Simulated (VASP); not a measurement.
# MgS (e600) (Fm-3m) in VASP: further runs

MgS (e600) is run at these levels: PBEsol; tasks: single point.

All numbers are computed with VASP 6.6.1; they aren't measurements. Logs are shortened: lines on timing, memory, paths and dates and some standing lists are left out, and cuts for length are marked.

### 1 The cell of the first run

The structure is cubic, space group Fm-3m (No. 225). Conventional cell: a = 5.131 Å, b = 5.131 Å, c = 5.131 Å, α = 90.00°, β = 90.00°, γ = 90.00°. Mg (site symmetry m-3m) has 6 S at 2.57 Å within 3.4 Å. S (site symmetry m-3m) has 6 Mg at 2.57 Å within 3.4 Å.

### 2 Single point, PBEsol (strained cell)

Input file INCAR:

```
ALGO = Normal
EDIFF = 1E-6
ENCUT = 600
GGA = PS
GGA_COMPAT = F
ISIF = 2
ISMEAR = 0
LASPH = T
LCHARG = F
LREAL = F
LWAVE = F
NBANDS = 11
NELM = 120
PREC = Accurate
SIGMA = 0.02
```

Input file KPOINTS:

```
k-points
0
Gamma
  6 6 6
```

Input file POSCAR:

```
MgS
1.0
    0.0000000000      2.5652979388      2.5652979388
    2.5652979388      0.0000000000      2.5652979388
    2.5652979388      2.5652979388      0.0000000000
Mg S
1 1
Direct
    0.0000000000      0.0000000000      0.0000000000
    0.5000000000      0.5000000000      0.5000000000
```

Potentials or basis: VASP PAW PBE potentials, release 64 (Mg, S).

Command:

```console
cat potpaw_PBE.64/Mg/POTCAR potpaw_PBE.64/S/POTCAR > POTCAR
mpirun -np 1 vasp_std > vasp.out
```

OUTCAR:

```text
EDIFF = 1E-6
   ENCUT = 600
   GGA = PS
   ISIF = 2
   ISMEAR = 0
   LASPH = T
   LREAL = F
   NELM = 120
   PREC = Accurate

 ion  position               nearest neighbor table
   1  0.000  0.000  0.000-   2 2.57   2 2.57   2 2.57   2 2.57   2 2.57   2 2.57
   2  0.500  0.500  0.500-   1 2.57   1 2.57   1 2.57   1 2.57   1 2.57   1 2.57

  LATTYP: Found a face centered cubic cell.
 ALAT       =     5.1305958776

  Lattice vectors:

 A1 = (   0.0000000000,   2.5652979388,   2.5652979388)
 A2 = (   2.5652979388,   0.0000000000,   2.5652979388)
 A3 = (   2.5652979388,   2.5652979388,   0.0000000000)

Analysis of symmetry for initial positions (statically):
=====================================================================
 Subroutine PRICEL returns:
 Original cell was already a primitive cell.

 Routine SETGRP: Setting up the symmetry group for a
 face centered cubic supercell.

 Subroutine GETGRP returns: Found 48 space group operations
 (whereof 48 operations were pure point group operations)
 out of a pool of 48 trial point group operations.

The static configuration has the point symmetry O_h .

Analysis of symmetry for dynamics (positions and initial velocities):
=====================================================================
 Subroutine PRICEL returns:
 Original cell was already a primitive cell.

 Routine SETGRP: Setting up the symmetry group for a
 face centered cubic supercell.

 Subroutine GETGRP returns: Found 48 space group operations
 (whereof 48 operations were pure point group operations)
 out of a pool of 48 trial point group operations.

The dynamic configuration has the point symmetry O_h .

 Subroutine INISYM returns: Found 48 space group operations
 (whereof 48 operations are pure point group operations),
 and found     1 'primitive' translations

----------------------------------------------------------------------------------------

                                     Primitive cell

  volume of cell :      33.7632

  direct lattice vectors                    reciprocal lattice vectors
     0.000000000  2.565297939  2.565297939    -0.194909134  0.194909134  0.194909134
     2.565297939  0.000000000  2.565297939     0.194909134 -0.194909134  0.194909134
     2.565297939  2.565297939  0.000000000     0.194909134  0.194909134 -0.194909134

  length of vectors
     3.627879137  3.627879137  3.627879137     0.337592523  0.337592523  0.337592523

  position of ions in fractional coordinates (direct lattice)
     0.000000000  0.000000000  0.000000000
     0.500000000  0.500000000  0.500000000

  ion indices of the primitive-cell ions
   primitive index   ion index
                 1           1
                 2           2

----------------------------------------------------------------------------------------

 KPOINTS: k-points

Automatic generation of k-mesh.
 Grid dimensions read from file:
 generate k-points for:    6    6    6

 Generating k-lattice:

  Cartesian coordinates                     Fractional coordinates (reciprocal lattice)
    -0.032484856  0.032484856  0.032484856     0.166666667  0.000000000  0.000000000
     0.032484856 -0.032484856  0.032484856     0.000000000  0.166666667  0.000000000
     0.032484856  0.032484856 -0.032484856     0.000000000  0.000000000  0.166666667

  Length of vectors
     0.056265421  0.056265421  0.056265421

  Shift w.r.t. Gamma in fractional coordinates (k-lattice)
     0.000000000  0.000000000  0.000000000

 Subroutine IBZKPT returns following result:
 ===========================================

 Found     16 irreducible k-points:

 Following reciprocal coordinates:
            Coordinates               Weight
  0.000000  0.000000  0.000000      1.000000
  0.166667  0.000000  0.000000      8.000000
  0.333333  0.000000  0.000000      8.000000
  0.500000  0.000000  0.000000      4.000000
  0.166667  0.166667  0.000000      6.000000
  0.333333  0.166667  0.000000     24.000000
[... 8 lines left out ...]
 -0.333333  0.333333  0.166667     24.000000
 -0.333333  0.500000  0.166667     12.000000
   k-points           NKPTS =     16   k-points in BZ     NKDIM =     16   number of bands    NBANDS=     11
   number of dos      NEDOS =    301   number of ions     NIONS =      2
   total plane-waves  NPLWV =  27000
   dimension x,y,z NGX =    30 NGY =   30 NGZ =   30
   dimension x,y,z NGXF=    60 NGYF=   60 NGZF=   60
   ions per type =               1   1
   NGX,Y,Z   is equivalent  to a cutoff of  13.75, 13.75, 13.75 a.u.
   NGXF,Y,Z  is equivalent  to a cutoff of  27.49, 27.49, 27.49 a.u.
 SYSTEM =  unknown system
   PREC   = accura    normal or accurate (medium, high low for compatibility)
   ISTART =      0    job   : 0-new  1-cont  2-samecut
   ICHARG =      2    charge: 1-file 2-atom 10-const
   ISPIN  =      1    spin polarized calculation?
   LNONCOLLINEAR =      F non collinear calculations
   LSORBIT =      F    spin-orbit coupling
   LASPH  =      T    aspherical Exc in radial PAW
   ENCUT  =  600.0 eV  44.10 Ry    6.64 a.u.   7.25  7.25  7.25*2*pi/ulx,y,z
   NELM   =    120;   NELMIN=  2; NELMDL= -5     # of ELM steps
   EDIFF  = 0.1E-05   stopping-criterion for ELM
   LREAL  =      F    real-space projection
[... 7 lines left out ...]
   TEBEG  =    0.0;   TEEND  =   0.0 temperature during run
   PSTRESS=    0.0 pullay stress
   NELECT =       8.0000    total number of electrons
   NUPDOWN=      -1.0000    fix difference up-down
   EMIN   =  10.00;   EMAX   =-10.00  energy-range for DOS
   EFERMI =   0.00;   METHOD = LEGACY
   ISMEAR =     0;   SIGMA  =   0.02  broadening in eV -4-tet -1-fermi 0-gaus
   EFERMI_NEDOS =   21; number of points for ismear=-14 and -15
   IALGO  =     38    algorithm
   IMIX   =      4    mixing-type and parameters
     AMIX     =   0.40;   BMIX     =  1.00
     AMIX_MAG =   1.60;   BMIX_MAG =  1.00
  volume/ion in A,a.u.               =      16.88       113.92
  Fermi-wavevector in a.u.,A,eV,Ry     =   1.013033  1.914355 13.962792  1.026236
  Thomas-Fermi vector in A             =   2.146178
   LORBIT       =      0    0 simple, 1 ext, 2 COOP (PROOUT), +10 PAW based schemes
   GGA     = PS    functional components
   LHFCALC =     F    Hartree Fock is set to
   AEXX    =    0.0000 exact exchange contribution
   IVDW    =     0    specifies the selected vdW correction
   LEPSILON=     F    determine dielectric tensor
   LRPA    =     F    only Hartree local field effects (RPA)
 non-spin polarized calculation
 Gauss-broadening in eV      SIGMA  =   0.02
  energy-cutoff  :      600.00
  volume of cell :       33.76
 maximum number of plane-waves:      1158
 NGX is ok and might be reduce to    30
   NGX = 15   NGY = 15   NGZ = 15

 number of electron       8.0000001 magnetization

 Free energy of the ion-electron system (eV)
  ---------------------------------------------------
  ext. energy  EPLUGINS =         0.00000000
  ---------------------------------------------------
  free energy    TOTEN  =        -9.06557712 eV

  energy without entropy =       -9.06557712  energy(sigma->0) =       -9.06557712

 E-fermi :   4.2200     XC(G=0): -10.0118

 val. band max:        4.0639827909   @ k =   0.0000   0.0000   0.0000
 cond. band min:       6.8521144652   @ k =   0.5000   0.5000   0.0000
 fundamental gap:      2.7881316743
 Fermi energy:         4.2199874992

 k-point     1 :       0.0000    0.0000    0.0000
  band No.  band energies     occupation
      1      -8.8690      2.00000
      2       4.0640      2.00000
      3       4.0640      2.00000
      4       4.0640      2.00000
      5       7.9944      0.00000
      6      11.8859      0.00000
      7      11.8859      0.00000
      8      11.8859      0.00000
      9      14.4178      0.00000
     10      14.4178      0.00000
     11      16.4558      0.00000

 k-point     2 :       0.1667    0.0000    0.0000
  band No.  band energies     occupation
      1      -8.5837      2.00000
      2       2.3540      2.00000
      3       3.8762      2.00000
      4       3.8762      2.00000
      5       9.0300      0.00000
      6      11.6827      0.00000
      7      12.1989      0.00000
      8      12.1989      0.00000
      9      13.7173      0.00000
     10      13.7173      0.00000
     11      16.6805      0.00000

 k-point     3 :       0.3333    0.0000    0.0000
  band No.  band energies     occupation
      1      -7.8862      2.00000
      2       0.0052      2.00000
      3       3.5546      2.00000
      4       3.5546      2.00000
      5       8.7925      0.00000
      6      11.3689      0.00000
      7      11.3689      0.00000
      8      13.7328      0.00000
      9      15.6144      0.00000
     10      15.6144      0.00000
     11      15.7037      0.00000

 k-point     4 :       0.5000    0.0000    0.0000
  band No.  band energies     occupation
      1      -7.4308      2.00000
      2      -1.0622      2.00000
      3       3.4140      2.00000
      4       3.4140      2.00000
      5       8.5230      0.00000
      6      10.9352      0.00000
      7      10.9352      0.00000
      8      14.5839      0.00000
      9      16.2817      0.00000
     10      18.6222      0.00000
     11      18.6222      0.00000
[... 127 lines left out ...]
 k-point    14 :       0.5000    0.3333    0.1667
  band No.  band energies     occupation
      1      -7.4058      2.00000
      2       0.1568      2.00000
      3       1.6922      2.00000
      4       2.7256      2.00000
      5       9.4315      0.00000
      6      10.5484      0.00000
      7      11.4116      0.00000
      8      14.0883      0.00000
      9      15.7141      0.00000
     10      19.0616      0.00000
     11      19.6678      0.00000

 k-point    15 :      -0.3333    0.3333    0.1667
  band No.  band energies     occupation
      1      -7.0940      2.00000
      2      -0.1216      2.00000
      3       1.1412      2.00000
      4       2.3517      2.00000
      5       9.4527      0.00000
      6      10.7570      0.00000
      7      12.7847      0.00000
      8      13.0632      0.00000
      9      16.4160      0.00000
     10      18.2656      0.00000
     11      20.0180      0.00000

 k-point    16 :      -0.3333    0.5000    0.1667
  band No.  band energies     occupation
      1      -6.9789      2.00000
      2       0.0397      2.00000
      3       1.2815      2.00000
      4       1.6999      2.00000
      5       8.5509      0.00000
      6      10.1275      0.00000
      7      13.3440      0.00000
      8      13.9374      0.00000
      9      18.1828      0.00000
     10      19.3704      0.00000
     11      19.8237      0.00000

------------------------ aborting loop because EDIFF is reached ----------------------------------------

  FORCE on cell =-STRESS in cart. coord.  units (eV):
  Direction    XX          YY          ZZ          XY          YZ          ZX
  --------------------------------------------------------------------------------------
  -------------------------------------------------------------------------------------
  Total        0.4950637      0.4950637      0.4950637      0.0000000      0.0000000      0.0000000
  in kB       23.4924445     23.4924445     23.4924445      0.0000000      0.0000000      0.0000000
  external PRESSURE =      23.4924445 kB  Pullay stress =       0.0000000 kB

 VOLUME and BASIS-vectors are now :
 -----------------------------------------------------------------------------
  energy-cutoff  :      600.00
  volume of cell :       33.76
      direct lattice vectors                 reciprocal lattice vectors
     0.000000000  2.565297939  2.565297939    -0.194909134  0.194909134  0.194909134
     2.565297939  0.000000000  2.565297939     0.194909134 -0.194909134  0.194909134
     2.565297939  2.565297939  0.000000000     0.194909134  0.194909134 -0.194909134

 POSITION                                       TOTAL-FORCE (eV/Angst)
 -----------------------------------------------------------------------------------
      0.00000      0.00000      0.00000        -0.000000      0.000000      0.000000
      2.56530      2.56530      2.56530         0.000000     -0.000000      0.000000
 -----------------------------------------------------------------------------------
    total drift:                               -0.000000     -0.000000      0.000000

  FREE ENERGIE OF THE ION-ELECTRON SYSTEM (eV)
  ---------------------------------------------------
  free  energy   TOTEN  =        -9.0655771188 eV

  energy  without entropy=       -9.0655771188  energy(sigma->0) =       -9.06557712
```

Wall time 6.8 s (1 thread of AMD EPYC 7R43 (Zen 3), shared host); peak memory 0.13 GiB.

What came out:

```yaml
Free_energy: -9.0656 eV
Pressure: 2.3 GPa
Band_gap_on_the_k_mesh: 2.79 eV, indirect (least direct gap 3.93 eV)
```

Caveat: the cell differs from its parent crystal (strained cell); the PAW data sets were made with another functional, which shifts forces and pressure a little. A k mesh can miss the band edges.

### 3 Single point, PBEsol

Input file INCAR:

```
PREC = Accurate
ENCUT = 600
EDIFF = 1E-6
ISMEAR = 0
SIGMA = 0.01
LREAL = False
LASPH = True
NELM = 120
ALGO = Normal
ISIF = 2
LWAVE = False
LCHARG = False
GGA = PS
NBANDS = 11
GGA_COMPAT = False
```

Input file KPOINTS:

```
regular mesh
0
Gamma
  6 6 6
```

POSCAR is that of step 2.

Potentials or basis: VASP PAW PBE potentials, release 64 (Mg, S).

Command:

```console
cat potpaw_PBE.64/Mg/POTCAR potpaw_PBE.64/S/POTCAR > POTCAR
mpirun -np 1 vasp_std > vasp.out
```

Wall time 7 s (1 thread of AMD EPYC 7R43 (Zen 3), shared host); peak memory 0.13 GiB.

It converged, with:

```
Free energy            : -9.0656 eV
Pressure               : 2.3 GPa
Band gap on the k mesh : 2.79 eV, indirect (least direct gap 3.93 eV)
```

Levels at points of the mesh, in eV from the valence-band top:
```csv
k point,band 2,band 3,band 4,band 5,band 6,band 7
"(0.00, 0.00, 0.00)",0.00,0.00,0.00,3.93,7.82,7.82
"(0.50, 0.00, 0.00)",-5.13,-0.65,-0.65,4.46,6.87,6.87
"(0.50, 0.50, 0.00)",-4.49,-1.81,-1.81,2.79,4.11,12.29
```

Caveat: the PAW data sets were made with another functional, which shifts forces and pressure a little. A k mesh can miss the band edges.
